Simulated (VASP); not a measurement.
# TaN (P-62m) in VASP: a series of runs, part 2 of 2

VASP 6.6.1.

## 3. Relaxation of cell and atoms, RPBE+D3(BJ)

Contents of INCAR:

```
SYSTEM = TaN
PREC = Accurate ; ENCUT = 600
EDIFF = 1E-7 ; ISMEAR = -1
SIGMA = 0.05 ; LREAL = .FALSE.
LASPH = .TRUE. ; NELM = 60
ALGO = Normal ; ISIF = 3
LWAVE = .FALSE. ; LCHARG = .FALSE.
GGA = RP ; IVDW = 12
IBRION = 2 ; NSW = 60
EDIFFG = -0.01
```

Contents of KPOINTS:

```
regular mesh
0
G
  6 6 9
  0 0 0
```

Contents of POSCAR:

```
TaN
1.0
    5.1960000000      0.0000000000      0.0000000000
   -2.5980000000      4.4998679981      0.0000000000
    0.0000000000      0.0000000000      2.9110000000
Ta N
3 3
Direct
    0.0000000000      0.0000000000      0.0000000000
    0.6666666667      0.3333333333      0.5000000000
    0.3333333333      0.6666666667      0.5000000000
    0.0000000000      0.3928500000      0.0000000000
    0.6071500000      0.6071500000      0.0000000000
    0.3928500000      0.0000000000      0.0000000000
```

Potentials or basis: VASP PAW PBE potentials, release 64 (Ta_pv, N).

Command:

```
$ cat potpaw_PBE.64/Ta_pv/POTCAR potpaw_PBE.64/N/POTCAR > POTCAR
$ mpirun -np 1 vasp_std > vasp.out
```

OUTCAR:

```text
SYSTEM = TaN
   PREC = Accurate
   ENCUT = 600
   EDIFF = 1E-7
   ISMEAR = -1
   LREAL = .FALSE.
   LASPH = .TRUE.
   NELM = 60
   ISIF = 3
   GGA = RP
   IVDW = 12
   IBRION = 2
   NSW = 60
   EDIFFG = -0.01
 IVDW          = 12

 ion  position               nearest neighbor table
   1  0.000  0.000  0.000-   6 2.04   5 2.04   4 2.04   3 3.33   2 3.33   2 3.33   3 3.33   2 3.33
                             2 3.33   3 3.33   3 3.33   2 3.33   2 3.33   3 3.33   3 3.33
   2  0.667  0.333  0.500-   4 2.16   4 2.16   6 2.16   6 2.16   5 2.16   5 2.16   3 3.00   3 3.00
                             3 3.00   1 3.33   1 3.33   1 3.33   1 3.33   1 3.33   1 3.33
   3  0.333  0.667  0.500-   6 2.16   6 2.16   4 2.16   4 2.16   5 2.16   5 2.16   2 3.00   2 3.00
                             2 3.00   1 3.33   1 3.33   1 3.33   1 3.33   1 3.33   1 3.33
   4  0.000  0.393  0.000-   1 2.04   2 2.16   2 2.16   3 2.16   3 2.16
   5  0.607  0.607  0.000-   1 2.04   3 2.16   3 2.16   2 2.16   2 2.16
   6  0.393  0.000  0.000-   1 2.04   3 2.16   3 2.16   2 2.16   2 2.16

  LATTYP: Found a hexagonal cell.
 ALAT       =     5.1960000000
 C/A-ratio  =     0.5602386451

  Lattice vectors:

 A1 = (   5.1960000000,   0.0000000000,   0.0000000000)
 A2 = (  -2.5980000000,   4.4998679981,   0.0000000000)
 A3 = (   0.0000000000,   0.0000000000,   2.9110000000)

Analysis of symmetry for initial positions (statically):
=====================================================================
 Subroutine PRICEL returns:
 Original cell was already a primitive cell.

 Routine SETGRP: Setting up the symmetry group for a
 hexagonal supercell.

 Subroutine GETGRP returns: Found 12 space group operations
 (whereof 12 operations were pure point group operations)
 out of a pool of 24 trial point group operations.

The static configuration has the point symmetry D_3h.

Analysis of symmetry for dynamics (positions and initial velocities):
=====================================================================
 Subroutine PRICEL returns:
 Original cell was already a primitive cell.

 Routine SETGRP: Setting up the symmetry group for a
 hexagonal supercell.

 Subroutine GETGRP returns: Found 12 space group operations
 (whereof 12 operations were pure point group operations)
 out of a pool of 24 trial point group operations.

The dynamic configuration has the point symmetry D_3h.

 Subroutine INISYM returns: Found 12 space group operations
 (whereof 12 operations are pure point group operations),
 and found     1 'primitive' translations

----------------------------------------------------------------------------------------

                                     Primitive cell

  volume of cell :      68.0630

  direct lattice vectors                    reciprocal lattice vectors
     5.196000000  0.000000000  0.000000000     0.192455735  0.111114371  0.000000000
    -2.598000000  4.499867998  0.000000000     0.000000000  0.222228741  0.000000000
     0.000000000  0.000000000  2.911000000     0.000000000  0.000000000  0.343524562

  length of vectors
     5.196000000  5.196000000  2.911000000     0.222228741  0.222228741  0.343524562

  position of ions in fractional coordinates (direct lattice)
     0.000000000  0.000000000  0.000000000
     0.666666667  0.333333333  0.500000000
     0.333333333  0.666666667  0.500000000
     0.000000000  0.392850000  0.000000000
     0.607150000  0.607150000  0.000000000
     0.392850000  0.000000000  0.000000000

  ion indices of the primitive-cell ions
   primitive index   ion index
                 1           1
[... 57 lines left out ...]
  0.333333  0.000000  0.333333     12.000000
 [... further k-points ...]
   k-points           NKPTS =     35   k-points in BZ     NKDIM =     35   number of bands    NBANDS=     28
   number of dos      NEDOS =    301   number of ions     NIONS =      6
   total plane-waves  NPLWV =  42336
   dimension x,y,z NGX =    42 NGY =   42 NGZ =   24
   dimension x,y,z NGXF=    84 NGYF=   84 NGZF=   48
   ions per type =               3   3
   NGX,Y,Z   is equivalent  to a cutoff of  13.44, 13.44, 13.71 a.u.
   NGXF,Y,Z  is equivalent  to a cutoff of  26.88, 26.88, 27.41 a.u.
 SYSTEM =  TaN
   PREC   = accura    normal or accurate (medium, high low for compatibility)
   ISTART =      0    job   : 0-new  1-cont  2-samecut
   ICHARG =      2    charge: 1-file 2-atom 10-const
   ISPIN  =      1    spin polarized calculation?
   LNONCOLLINEAR =      F non collinear calculations
   LSORBIT =      F    spin-orbit coupling
   LASPH  =      T    aspherical Exc in radial PAW
   ENCUT  =  600.0 eV  44.10 Ry    6.64 a.u.  10.38 10.38  5.81*2*pi/ulx,y,z
   NELM   =     60;   NELMIN=  2; NELMDL= -5     # of ELM steps
   EDIFF  = 0.1E-06   stopping-criterion for ELM
   LREAL  =      F    real-space projection
   EDIFFG = -.1E-01   stopping-criterion for IOM
   NSW    =     60    number of steps for IOM
   IBRION =      2    ionic relax: 0-MD 1-quasi-New 2-CG
   NFREE  =      1    steps in history (QN), initial steepest desc. (CG)
   ISIF   =      3    stress and relaxation
   ISYM   =      2    0-nonsym 1-usesym 2-fastsym
   POTIM  = 0.5000    time-step for ionic-motion
   TEBEG  =    0.0;   TEEND  =   0.0 temperature during run
   PSTRESS=    0.0 pullay stress
   NELECT =      48.0000    total number of electrons
   NUPDOWN=      -1.0000    fix difference up-down
   EMIN   =  10.00;   EMAX   =-10.00  energy-range for DOS
   EFERMI =   0.00;   METHOD = LEGACY
   ISMEAR =    -1;   SIGMA  =   0.05  broadening in eV -4-tet -1-fermi 0-gaus
   EFERMI_NEDOS =   21; number of points for ismear=-14 and -15
   IALGO  =     38    algorithm
   IMIX   =      4    mixing-type and parameters
     AMIX     =   0.40;   BMIX     =  1.00
     AMIX_MAG =   1.60;   BMIX_MAG =  1.00
  volume/ion in A,a.u.               =      11.34        76.55
  Fermi-wavevector in a.u.,A,eV,Ry     =   1.457197  2.753703 28.890916  2.123422
  Thomas-Fermi vector in A             =   2.574026
   LORBIT       =      0    0 simple, 1 ext, 2 COOP (PROOUT), +10 PAW based schemes
   GGA     = RP    functional components
   LHFCALC =     F    Hartree Fock is set to
   AEXX    =    0.0000 exact exchange contribution
   IVDW    =    12    specifies the selected vdW correction
   LEPSILON=     F    determine dielectric tensor
   LRPA    =     F    only Hartree local field effects (RPA)
 conjugate gradient relaxation of ions
 non-spin polarized calculation
  energy-cutoff  :      600.00
  volume of cell :       68.06
 maximum number of plane-waves:      2304
 NGX is ok and might be reduce to    42
   NGX = 21   NGY = 21   NGZ = 11

--------------------------------------- Ionic step        1  -------------------------------------------

 number of electron      48.0000003 magnetization

 Free energy of the ion-electron system (eV)
  ---------------------------------------------------
  ext. energy  EPLUGINS =         0.00000000
  ---------------------------------------------------
  free energy    TOTEN  =       -64.38209649 eV

  energy without entropy =      -64.37559030  energy(sigma->0) =      -64.37884339

------------------------ aborting loop because EDIFF is reached ----------------------------------------

 Edisp (eV)  -15.85424

 E6    (eV) :    -4.7873
[... 37 lines left out ...]
--------------------------------------- Ionic step        2  -------------------------------------------

 number of electron      47.9999993 magnetization

 E-fermi :  12.5266     XC(G=0): -14.8526

 val. band max:       12.3986442909   @ k =   0.1667   0.0000   0.3333
 cond. band min:      12.6211614594   @ k =   0.1667   0.0000   0.2222
 fundamental gap:      0.2225171685
 Fermi energy:        12.5265942581

 k-point     1 :       0.0000    0.0000    0.0000
  band No.  band energies     occupation
      1     -24.3642      2.00000
      2     -24.3642      2.00000
      3     -23.6416      2.00000
      4     -23.6416      2.00000
      5     -22.7874      2.00000
      6     -22.4541      2.00000
[... 820 lines left out ...]
  FREE ENERGIE OF THE ION-ELECTRON SYSTEM (eV)
  ---------------------------------------------------
  free  energy   TOTEN  =       -80.8441674422 eV

  energy  without entropy=      -80.8384594135  energy(sigma->0) =      -80.84131343

[... ionic steps 4 to 7 ...]

--------------------------------------- Ionic step        8  -------------------------------------------

 number of electron      47.9999996 magnetization

------------------------ aborting loop because EDIFF is reached ----------------------------------------
[... 87 lines left out ...]
--------------------------------------- Ionic step       10  -------------------------------------------

 number of electron      47.9999996 magnetization

 Free energy of the ion-electron system (eV)
  ---------------------------------------------------
  ext. energy  EPLUGINS =         0.00000000
  ---------------------------------------------------
  free energy    TOTEN  =       -63.35079781 eV

  energy without entropy =      -63.34700796  energy(sigma->0) =      -63.34890288

 E-fermi :   9.4453     XC(G=0): -13.4518

 val. band max:        9.3155798104   @ k =   0.1667   0.0000   0.3333
 cond. band min:       9.5298023475   @ k =   0.1667   0.0000   0.2222
 fundamental gap:      0.2142225371
 Fermi energy:         9.4452804491

 k-point     1 :       0.0000    0.0000    0.0000
  band No.  band energies     occupation
      1     -26.8345      2.00000
      2     -26.8345      2.00000
      3     -26.3801      2.00000
      4     -26.3801      2.00000
      5     -26.1328      2.00000
      6     -25.9664      2.00000
[... 774 lines left out ...]
  FREE ENERGIE OF THE ION-ELECTRON SYSTEM (eV)
  ---------------------------------------------------
  free  energy   TOTEN  =       -80.8763825563 eV

  energy  without entropy=      -80.8725927088  energy(sigma->0) =      -80.87448763

 reached required accuracy - stopping structural energy minimisation
```

It took 17 min on 1 thread of AMD EPYC 7R13, shared host; peak memory 0.23 GiB.

Results:

- Free energy: -80.8764 eV
- Relaxed volume: 10.34 Å³/atom
- Relaxed cell: a = 5.017 Å, b = 5.017 Å, c = 2.846 Å, α = 90.00°, β = 90.00°, γ = 120.00°
- Space group after relaxing (to 0.05 Å): P-62m (No. 189)
- Energy gained by relaxing: 106.7 meV/atom
- Ionic steps: 10
- Pressure after relaxing: 0.0 GPa
- Largest force after relaxing: 0.010 eV/Å
- Band gap on the k mesh: zero (band 24 reaches 11.17 eV, above the bottom of band 25 at 8.14 eV)
- Dispersion energy per atom: -2.921 eV

Forces in eV/Å, atoms in the order of the input:
```
Ta   0.000  0.000  0.000
Ta   0.000  0.000  0.000
Ta   0.000  0.000  0.000
N   -0.005  0.008  0.000
N   -0.005 -0.008  0.000
N    0.010  0.000  0.000
```

Stress tensor (GPa, compression positive):
```
-0.01  0.00  0.00
 0.00 -0.01  0.00
 0.00  0.00  0.07
```

The path:
```csv
step,energy change (eV),largest force (eV/Å),pressure (GPa),volume (Å³)
1,0.0000,0.1315,-30.84,68.06
2,5.0522,2.0393,166.54,48.74
3,-0.6078,0.5083,-3.43,62.73
4,-0.6136,0.5402,-0.77,62.32
5,-0.6140,0.5512,0.14,62.18
6,-0.6395,0.0758,0.15,62.04
7,-0.6400,0.0001,0.17,62.02
8,-0.6400,0.0105,0.17,62.02
9,-0.6400,0.0072,-0.42,62.11
10,-0.6400,0.0097,0.02,62.04
```

Final structure:
```cif
data_structure
_symmetry_space_group_name_H-M 'P 1'
_symmetry_Int_Tables_number 1
_cell_length_a 5.0169
_cell_length_b 5.0169
_cell_length_c 2.8464
_cell_angle_alpha 90.000
_cell_angle_beta 90.000
_cell_angle_gamma 120.000
_cell_volume 62.04
loop_
_atom_site_label
_atom_site_type_symbol
_atom_site_fract_x
_atom_site_fract_y
_atom_site_fract_z
_atom_site_occupancy
Ta1 Ta 0.00000 0.00000 0.00000 1
Ta2 Ta 0.66667 0.33333 0.50000 1
Ta3 Ta 0.33333 0.66667 0.50000 1
N1 N 0.00000 0.39826 0.00000 1
N2 N 0.60174 0.60174 0.00000 1
N3 N 0.39826 0.00000 0.00000 1
```

Levels at points of the mesh, in eV from the Fermi level:
| k point | band 20 | band 21 | band 22 | band 23 | band 24 | band 25 | band 26 | band 27 | band 28 |
| --- | --- | --- | --- | --- | --- | --- | --- | --- | --- |
| (0.00, 0.00, 0.00) | -5.21 | -4.53 | -3.54 | -1.90 | -0.98 | -0.98 | 0.55 | 0.55 | 2.18 |
| (0.50, 0.00, 0.00) | -5.04 | -4.19 | -4.06 | -2.91 | -2.73 | 1.43 | 2.03 | 2.15 | 2.63 |

Caveat: the PAW data sets were made with another functional, which shifts forces and pressure a little; spin-orbit coupling is left out, which moves the levels of the heavy elements; pairwise dispersion overbinds metals, which lowers pressure and volume.
